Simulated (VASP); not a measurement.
# LiF (P6_3mc) in VASP: further runs, part 2 of 2

VASP 6.6.1. Earlier steps stand in the parts before.

## Step 4: Single point, LDA

This run uses another cell than the first one, of the same volume but with other edges.

The input, INCAR:

```
SYSTEM = LiF
PREC = Accurate
ENCUT = 520
EDIFF = 1E-7
ISMEAR = 0
SIGMA = 0.05
LREAL = .FALSE.
LASPH = .TRUE.
NELM = 60
ALGO = Normal
ISIF = 2
LWAVE = .FALSE.
LCHARG = .FALSE.
NBANDS = 18
```

The input, KPOINTS:

```
Automatic mesh
0
G
  9 9 6
  0 0 0
```

The input, POSCAR:

```
LiF
1.0
    3.0976209951      0.0000000000      0.0000000000
   -1.5488104975      2.6826184730      0.0000000000
    0.0000000000      0.0000000000      4.4580961361
Li F
2 2
Direct
    0.3333333333      0.6666666667      0.4214111656
    0.6666666667      0.3333333333      0.9214111656
    0.3333333333      0.6666666667      0.9910195924
    0.6666666667      0.3333333333      0.4910195924
```

Potentials or basis: VASP PAW LDA potentials, release 64 (Li_sv, F).

Run with:

```sh
$ cat potpaw_LDA.64/Li_sv/POTCAR potpaw_LDA.64/F/POTCAR > POTCAR
$ mpirun -np 1 vasp_std > vasp.out
```

OUTCAR:

```text
SYSTEM = LiF
   PREC = Accurate
   ENCUT = 520
   EDIFF = 1E-7
   ISMEAR = 0
   LREAL = .FALSE.
   LASPH = .TRUE.
   NELM = 60
   ISIF = 2

 ion  position               nearest neighbor table
   1  0.333  0.667  0.421-   4 1.82   4 1.82   4 1.82   3 1.92
   2  0.667  0.333  0.921-   3 1.82   3 1.82   3 1.82   4 1.92
   3  0.333  0.667  0.991-   2 1.82   2 1.82   2 1.82   1 1.92
   4  0.667  0.333  0.491-   1 1.82   1 1.82   1 1.82   2 1.92

  LATTYP: Found a hexagonal cell.
 ALAT       =     3.0976209951
 C/A-ratio  =     1.4392000000

  Lattice vectors:

 A1 = (   3.0976209951,   0.0000000000,   0.0000000000)
 A2 = (  -1.5488104975,   2.6826184730,   0.0000000000)
 A3 = (   0.0000000000,   0.0000000000,   4.4580961361)

Analysis of symmetry for initial positions (statically):
=====================================================================
 Subroutine PRICEL returns:
 Original cell was already a primitive cell.

 Routine SETGRP: Setting up the symmetry group for a
 hexagonal supercell.

 Subroutine GETGRP returns: Found 12 space group operations
 (whereof  6 operations were pure point group operations)
 out of a pool of 24 trial point group operations.

The static configuration has the point symmetry C_3v.
 The point group associated with its full space group is C_6v.

Analysis of symmetry for dynamics (positions and initial velocities):
=====================================================================
 Subroutine PRICEL returns:
 Original cell was already a primitive cell.

 Routine SETGRP: Setting up the symmetry group for a
 hexagonal supercell.

 Subroutine GETGRP returns: Found 12 space group operations
 (whereof  6 operations were pure point group operations)
 out of a pool of 24 trial point group operations.

The dynamic configuration has the point symmetry C_3v.
 The point group associated with its full space group is C_6v.

 Subroutine INISYM returns: Found 12 space group operations
 (whereof  6 operations are pure point group operations),
 and found     1 'primitive' translations

----------------------------------------------------------------------------------------

                                     Primitive cell

  volume of cell :      37.0456

  direct lattice vectors                    reciprocal lattice vectors
     3.097620995  0.000000000  0.000000000     0.322828390  0.186385058  0.000000000
    -1.548810498  2.682618473  0.000000000     0.000000000  0.372770116  0.000000000
     0.000000000  0.000000000  4.458096136     0.000000000  0.000000000  0.224310999

  length of vectors
     3.097620995  3.097620995  4.458096136     0.372770116  0.372770116  0.224310999

  position of ions in fractional coordinates (direct lattice)
     0.333333333  0.666666667  0.421411166
     0.666666667  0.333333333  0.921411166
     0.333333333  0.666666667  0.991019592
     0.666666667  0.333333333  0.491019592

  ion indices of the primitive-cell ions
   primitive index   ion index
                 1           1
                 2           2
                 3           3
                 4           4

----------------------------------------------------------------------------------------

 KPOINTS: Automatic mesh

[... 23 lines left out ...]
            Coordinates               Weight
  0.000000  0.000000  0.000000      1.000000
  0.111111  0.000000  0.000000      6.000000
  0.222222  0.000000  0.000000      6.000000
  0.333333  0.000000  0.000000      6.000000
  0.444444  0.000000  0.000000      6.000000
  0.111111  0.111111  0.000000      6.000000
[... 16 lines left out ...]
  0.333333  0.222222  0.166667     24.000000
  0.333333  0.333333  0.166667      4.000000
 [... further k-points ...]
   k-points           NKPTS =     48   k-points in BZ     NKDIM =     48   number of bands    NBANDS=     18
   number of dos      NEDOS =    301   number of ions     NIONS =      4
   total plane-waves  NPLWV =  20736
   dimension x,y,z NGX =    24 NGY =   24 NGZ =   36
   dimension x,y,z NGXF=    48 NGYF=   48 NGZF=   72
   ions per type =               2   2
   NGX,Y,Z   is equivalent  to a cutoff of  12.88, 12.88, 13.42 a.u.
   NGXF,Y,Z  is equivalent  to a cutoff of  25.76, 25.76, 26.85 a.u.
 SYSTEM =  LiF
   PREC   = accura    normal or accurate (medium, high low for compatibility)
   ISTART =      0    job   : 0-new  1-cont  2-samecut
   ICHARG =      2    charge: 1-file 2-atom 10-const
   ISPIN  =      1    spin polarized calculation?
   LNONCOLLINEAR =      F non collinear calculations
   LSORBIT =      F    spin-orbit coupling
   LASPH  =      T    aspherical Exc in radial PAW
   ENCUT  =  520.0 eV  38.22 Ry    6.18 a.u.   5.76  5.76  8.29*2*pi/ulx,y,z
   NELM   =     60;   NELMIN=  2; NELMDL= -5     # of ELM steps
   EDIFF  = 0.1E-06   stopping-criterion for ELM
   LREAL  =      F    real-space projection
   EDIFFG = 0.1E-05   stopping-criterion for IOM
   NSW    =      0    number of steps for IOM
   IBRION =     -1    ionic relax: 0-MD 1-quasi-New 2-CG
   NFREE  =      0    steps in history (QN), initial steepest desc. (CG)
   ISIF   =      2    stress and relaxation
   ISYM   =      2    0-nonsym 1-usesym 2-fastsym
   POTIM  = 0.5000    time-step for ionic-motion
   TEBEG  =    0.0;   TEEND  =   0.0 temperature during run
   PSTRESS=    0.0 pullay stress
   NELECT =      20.0000    total number of electrons
   NUPDOWN=      -1.0000    fix difference up-down
   EMIN   =  10.00;   EMAX   =-10.00  energy-range for DOS
   EFERMI =   0.00;   METHOD = LEGACY
   ISMEAR =     0;   SIGMA  =   0.05  broadening in eV -4-tet -1-fermi 0-gaus
   EFERMI_NEDOS =   21; number of points for ismear=-14 and -15
   IALGO  =     38    algorithm
   IMIX   =      4    mixing-type and parameters
     AMIX     =   0.40;   BMIX     =  1.00
     AMIX_MAG =   1.60;   BMIX_MAG =  1.00
  volume/ion in A,a.u.               =       9.26        62.50
  Fermi-wavevector in a.u.,A,eV,Ry     =   1.333028  2.519058 24.177060  1.776964
  Thomas-Fermi vector in A             =   2.461918
   LORBIT       =      0    0 simple, 1 ext, 2 COOP (PROOUT), +10 PAW based schemes
   GGA     = CA    functional components
   LHFCALC =     F    Hartree Fock is set to
   AEXX    =    0.0000 exact exchange contribution
   IVDW    =     0    specifies the selected vdW correction
   LEPSILON=     F    determine dielectric tensor
   LRPA    =     F    only Hartree local field effects (RPA)
 non-spin polarized calculation
 Gauss-broadening in eV      SIGMA  =   0.05
  energy-cutoff  :      520.00
  volume of cell :       37.05
 maximum number of plane-waves:      1014
 NGX is ok and might be reduce to    24

 number of electron      19.9999968 magnetization

 Free energy of the ion-electron system (eV)
  ---------------------------------------------------
  ext. energy  EPLUGINS =         0.00000000
  ---------------------------------------------------
  free energy    TOTEN  =       -20.79695079 eV

  energy without entropy =      -20.79695079  energy(sigma->0) =      -20.79695079

 E-fermi :  -1.9124     XC(G=0):  -9.8766

 val. band max:       -2.1320710285   @ k =   0.0000   0.0000   0.0000
 cond. band min:       5.4617966656   @ k =   0.0000   0.0000   0.0000
 fundamental gap:      7.5938676940
 Fermi energy:        -1.9124115142

 k-point     1 :       0.0000    0.0000    0.0000
  band No.  band energies     occupation
      1     -41.6198      2.00000
      2     -41.5474      2.00000
      3     -21.5520      2.00000
      4     -21.0934      2.00000
      5      -5.0187      2.00000
      6      -3.1439      2.00000
[... 481 lines left out ...]
      5      -4.7973      2.00000
      6      -3.6961      2.00000
[... 10 lines left out ...]
     17      16.3605      0.00000
     18      18.9622      0.00000

 [... further k-points ...]

------------------------ aborting loop because EDIFF is reached ----------------------------------------

  FORCE on cell =-STRESS in cart. coord.  units (eV):
  Direction    XX          YY          ZZ          XY          YZ          ZX
  --------------------------------------------------------------------------------------
  -------------------------------------------------------------------------------------
  Total       -0.0213321     -0.0213321     -0.7300557     -0.0000000      0.0000000      0.0000000
  in kB       -0.9225880     -0.9225880    -31.5740279     -0.0000000      0.0000000      0.0000000
  external PRESSURE =     -11.1397346 kB  Pullay stress =       0.0000000 kB

 VOLUME and BASIS-vectors are now :
 -----------------------------------------------------------------------------
  energy-cutoff  :      520.00
  volume of cell :       37.05
      direct lattice vectors                 reciprocal lattice vectors
     3.097620995  0.000000000  0.000000000     0.322828390  0.186385058  0.000000000
    -1.548810498  2.682618473  0.000000000     0.000000000  0.372770116  0.000000000
     0.000000000  0.000000000  4.458096136     0.000000000  0.000000000  0.224310999

 POSITION                                       TOTAL-FORCE (eV/Angst)
 -----------------------------------------------------------------------------------
     -0.00000      1.78841      1.87869         0.000000      0.000000     -0.127202
      1.54881      0.89421      4.10774        -0.000000      0.000000     -0.127202
     -0.00000      1.78841      4.41806        -0.000000      0.000000      0.127202
      1.54881      0.89421      2.18901         0.000000      0.000000      0.127202
 -----------------------------------------------------------------------------------
    total drift:                               -0.000001     -0.000001     -0.000880

  FREE ENERGIE OF THE ION-ELECTRON SYSTEM (eV)
  ---------------------------------------------------
  free  energy   TOTEN  =       -20.7969507887 eV

  energy  without entropy=      -20.7969507887  energy(sigma->0) =      -20.79695079
```

OSZICAR:

```text
N       E                     dE             d eps       ncg     rms          rms(c)
DAV:   1     0.115002957661E+03    0.11500E+03   -0.11027E+04  1736   0.121E+03
DAV:   2    -0.120729735009E+02   -0.12708E+03   -0.12424E+03  2010   0.299E+02
DAV:   3    -0.220923725980E+02   -0.10019E+02   -0.99566E+01  3210   0.617E+01
DAV:   4    -0.221792861474E+02   -0.86914E-01   -0.86738E-01  2150   0.728E+00
DAV:   5    -0.221801119834E+02   -0.82584E-03   -0.82564E-03  2192   0.589E-01    0.688E+00
DAV:   6    -0.208308118964E+02    0.13493E+01   -0.34201E+00  1790   0.143E+01    0.216E+00
DAV:   7    -0.208080341974E+02    0.22778E-01   -0.95274E-02  1998   0.227E+00    0.135E+00
DAV:   8    -0.207975654157E+02    0.10469E-01   -0.38138E-02  2360   0.189E+00    0.297E-01
DAV:   9    -0.207967905241E+02    0.77489E-03   -0.44175E-03  1940   0.575E-01    0.828E-02
DAV:  10    -0.207969602087E+02   -0.16968E-03   -0.24285E-04  1860   0.129E-01    0.329E-02
DAV:  11    -0.207969511872E+02    0.90215E-05   -0.23949E-05  2150   0.471E-02    0.687E-03
DAV:  12    -0.207969508157E+02    0.37145E-06   -0.16199E-06  2856   0.109E-02    0.103E-03
DAV:  13    -0.207969507887E+02    0.27036E-07   -0.49764E-08  1440   0.216E-03
   1 F= -.20796951E+02 E0= -.20796951E+02  d E =-.240945E-12
```

stdout:

```text
POSCAR found type information on POSCAR LiF
 POSCAR found :  2 types and       4 ions
 scaLAPACK will be used
 LDA part: xc-table for (Slater(with rela. corr.)+CA(PZ))
 , standard interpolation
 POSCAR, INCAR and KPOINTS ok, starting setup
 FFT: planning ... GRIDC
 FFT: planning ... GRID_SOFT
 FFT: planning ... GRID
 WAVECAR not read
 entering main loop
```

It took 43 s on 1 thread of Intel Xeon 8259CL, shared host; peak memory 0.14 GiB.

What came out:

| Quantity | Value |
| --- | --- |
| Free energy | -20.7970 eV |
| Largest force | 0.127 eV/Å |
| Band gap on the k mesh | 7.59 eV |

Forces on the atoms (eV/Å):
```
Li   0.000  0.000 -0.127
Li   0.000  0.000 -0.127
F    0.000  0.000  0.127
F    0.000  0.000  0.127
```

Levels at points of the mesh, in eV from the valence-band top:
| k point | band 8 | band 9 | band 10 | band 11 | band 12 | band 13 |
| --- | --- | --- | --- | --- | --- | --- |
| (0.00, 0.00, 0.00) | -0.53 | -0.53 | 0.00 | 7.59 | 12.56 | 15.72 |
| (0.00, 0.00, 0.50) | -0.77 | -0.77 | -0.77 | 9.59 | 9.59 | 17.82 |

Caveat: the cell differs from its parent crystal (atoms shifted along a free coordinate, c/a of the conventional cell at fixed volume 1.4392); the cutoff is under 1.25 times the usual one of these potentials, so pressure, stress and relaxed cells hold a basis-set (Pulay) error. A k mesh can miss the band edges.

## Step 5: Single point, LDA

This run uses another cell than the first one, of the same volume but with other edges.

The input, INCAR:

```
SYSTEM = LiF
ALGO = Normal
EDIFF = 1E-6
ENCUT = 520
ISIF = 2
ISMEAR = 0
LASPH = .TRUE.
LCHARG = .FALSE.
LREAL = .FALSE.
LWAVE = .FALSE.
NBANDS = 18
NELM = 80
PREC = Accurate
SIGMA = 0.05
```

The input, KPOINTS:

```
k-points
0
G
  9 9 6
  0 0 0
```

The input, POSCAR:

```
LiF
1.0
    3.0631065845      0.0000000000      0.0000000000
   -1.5315532922      2.6527281167      0.0000000000
    0.0000000000      0.0000000000      4.5591278403
Li F
2 2
Direct
    0.3333333333      0.6666666667      0.4214111656
    0.6666666667      0.3333333333      0.9214111656
    0.3333333333      0.6666666667      0.9910195924
    0.6666666667      0.3333333333      0.4910195924
```

Run with:

```sh
$ cat potpaw_LDA.64/Li_sv/POTCAR potpaw_LDA.64/F/POTCAR > POTCAR
$ mpirun -np 1 vasp_std > vasp.out
```

Wall time 39 s (1 thread of Intel Xeon 8259CL, shared host); peak memory 0.15 GiB.

It converged, with:

* Free energy: -20.7746 eV
* Largest force: 0.226 eV/Å
* Band gap on the k mesh: 7.62 eV

Forces on the atoms (eV/Å):
```
Li   0.000  0.000 -0.226
Li   0.000  0.000 -0.226
F    0.000  0.000  0.226
F    0.000  0.000  0.226
```

Levels at points of the mesh, in eV from the valence-band top:
```tsv
k point	band 6	band 7	band 8	band 9	band 10	band 11	band 12	band 13	band 14	band 15
(0.00, 0.00, 0.00)	-0.94	-0.94	-0.51	-0.51	0.00	7.62	12.34	15.62	17.85	17.85
(0.00, 0.00, 0.50)	-1.50	-0.73	-0.73	-0.73	-0.73	9.56	9.56	17.72	17.72	18.13
```

Caveat: the cell differs from its parent crystal (atoms shifted along a free coordinate, c/a of the conventional cell at fixed volume 1.4884); the cutoff is under 1.25 times the usual one of these potentials, so pressure, stress and relaxed cells hold a basis-set (Pulay) error.

## Step 6: Single point, LDA (9.26 Å³/atom, c/a of the conventional cell at fixed volume 1.6360)

The input, INCAR:

```
PREC = Accurate ; ENCUT = 520
EDIFF = 1E-6 ; ISMEAR = 0
SIGMA = 0.05 ; LREAL = False
LASPH = True ; NELM = 100
ALGO = Normal ; ISIF = 2
LWAVE = False ; LCHARG = True
GGA = CA ; LELF = True
LVHAR = True ; NBANDS = 18
```

The input, KPOINTS:

```
regular mesh
0
Gamma
  9 9 6
```

The input, POSCAR:

```
LiF
1.0
    2.9680706168      0.0000000000      0.0000000000
   -1.4840353084      2.5704245544      0.0000000000
    0.0000000000      0.0000000000      4.8557635292
Li F
2 2
Direct
    0.3333333333      0.6666666667      0.3839784076
    0.6666666667      0.3333333333      0.8839784076
    0.3333333333      0.6666666667      0.9910195924
    0.6666666667      0.3333333333      0.4910195924
```

Potentials or basis: VASP PAW LDA potentials, release 64 (Li_sv, F).

Run with:

```sh
$ cat potpaw_LDA.64/Li_sv/POTCAR potpaw_LDA.64/F/POTCAR > POTCAR
$ mpirun -np 1 vasp_std > vasp.out
```

OUTCAR:

```text
PREC = Accurate
   ENCUT = 520
   EDIFF = 1E-6
   ISMEAR = 0
   LREAL = False
   LASPH = True
   NELM = 100
   ISIF = 2
   GGA = CA

 ion  position               nearest neighbor table
   1  0.333  0.667  0.384-   4 1.79   4 1.79   4 1.79   3 1.91
   2  0.667  0.333  0.884-   3 1.79   3 1.79   3 1.79   4 1.91
   3  0.333  0.667  0.991-   2 1.79   2 1.79   2 1.79   1 1.91
   4  0.667  0.333  0.491-   1 1.79   1 1.79   1 1.79   2 1.91

  LATTYP: Found a hexagonal cell.
[... 705 lines left out ...]
  FORCE on cell =-STRESS in cart. coord.  units (eV):
  Direction    XX          YY          ZZ          XY          YZ          ZX
  --------------------------------------------------------------------------------------
  -------------------------------------------------------------------------------------
  Total        0.5689133      0.5689133     -0.8720753      0.0000000      0.0000000      0.0000000
  in kB       24.6048101     24.6048101    -37.7162031      0.0000000      0.0000000      0.0000000
  external PRESSURE =       3.8311390 kB  Pullay stress =       0.0000000 kB

 VOLUME and BASIS-vectors are now :
 -----------------------------------------------------------------------------
  energy-cutoff  :      520.00
  volume of cell :       37.05
      direct lattice vectors                 reciprocal lattice vectors
     2.968070617  0.000000000  0.000000000     0.336919207  0.194520395  0.000000000
    -1.484035308  2.570424554  0.000000000     0.000000000  0.389040790  0.000000000
     0.000000000  0.000000000  4.855763529     0.000000000  0.000000000  0.205940836

 POSITION                                       TOTAL-FORCE (eV/Angst)
 -----------------------------------------------------------------------------------
     -0.00000      1.71362      1.86451        -0.000000     -0.000000     -0.241893
      1.48404      0.85681      4.29239         0.000000      0.000000     -0.241893
     -0.00000      1.71362      4.81216        -0.000000      0.000000      0.241893
      1.48404      0.85681      2.38428         0.000000     -0.000000      0.241893
 -----------------------------------------------------------------------------------
    total drift:                               -0.000000     -0.000000      0.001160

  FREE ENERGIE OF THE ION-ELECTRON SYSTEM (eV)
  ---------------------------------------------------
  free  energy   TOTEN  =       -20.7795418502 eV

  energy  without entropy=      -20.7795418502  energy(sigma->0) =      -20.77954185
```

stdout:

```text
POSCAR found type information on POSCAR LiF
 POSCAR found :  2 types and       4 ions
 scaLAPACK will be used
 LDA part: xc-table for (Slater(with rela. corr.)+CA(PZ))
 , standard interpolation
 POSCAR, INCAR and KPOINTS ok, starting setup
 FFT: planning ... GRIDC
 FFT: planning ... GRID_SOFT
 FFT: planning ... GRID
 WAVECAR not read
 entering main loop
```

It took 38 s on 1 thread of Intel Xeon 8259CL, shared host; peak memory 0.15 GiB.

Results:

```yaml
Free_energy: -20.7795 eV
Largest_force: 0.242 eV/Å
Band_gap_on_the_k_mesh: 7.89 eV
```

Forces in eV/Å, atoms in the order of the input:
```
Li   0.000  0.000 -0.242
Li   0.000  0.000 -0.242
F    0.000  0.000  0.242
F    0.000  0.000  0.242
```

Levels at points of the mesh, in eV from the valence-band top:
```tsv
k point	band 6	band 7	band 8	band 9	band 10	band 11	band 12	band 13	band 14	band 15
(0.00, 0.00, 0.00)	-0.44	-0.44	-0.14	-0.14	0.00	7.89	11.95	15.50	19.02	19.02
(0.00, 0.00, 0.50)	-1.31	-0.29	-0.29	-0.29	-0.29	9.58	9.58	17.48	17.48	19.31
```

Caveat: the cell differs from its parent crystal (c/a of the conventional cell at fixed volume 1.6360); the cutoff is under 1.25 times the usual one of these potentials, so pressure, stress and relaxed cells hold a basis-set (Pulay) error.

## Step 7: The runs side by side

```tsv
cell	gap on the mesh (eV)	largest force (eV/Å)
a = 2.968, b = 2.968, c = 4.856 Å, angles 90.0, 90.0, 120.0°, 4 atoms, atomic positions A	7.70	0.43
a = 2.968, b = 2.968, c = 4.856 Å, angles 90.0, 90.0, 120.0°, 4 atoms, atomic positions B	7.90	0.57
a = 3.098, b = 3.098, c = 4.458 Å, angles 90.0, 90.0, 120.0°, 4 atoms, atomic positions A	7.59	0.13
a = 3.063, b = 3.063, c = 4.559 Å, angles 90.0, 90.0, 120.0°, 4 atoms, atomic positions A	7.62	0.23
a = 2.968, b = 2.968, c = 4.856 Å, angles 90.0, 90.0, 120.0°, 4 atoms, atomic positions C	7.89	0.24
```

Alike in all rows: task single point; level LDA; potentials or basis VASP PAW LDA potentials, release 64 (Li_sv, F); no spin polarisation; k mesh 9 × 9 × 6; cutoff (eV) 520; smearing gaussian 0.05 eV.

Caveats: the cutoff is under 1.25 times the usual one of these potentials, so pressure, stress and relaxed cells hold a basis-set (Pulay) error.

Absolute energies hang on the potentials; compare differences alone.
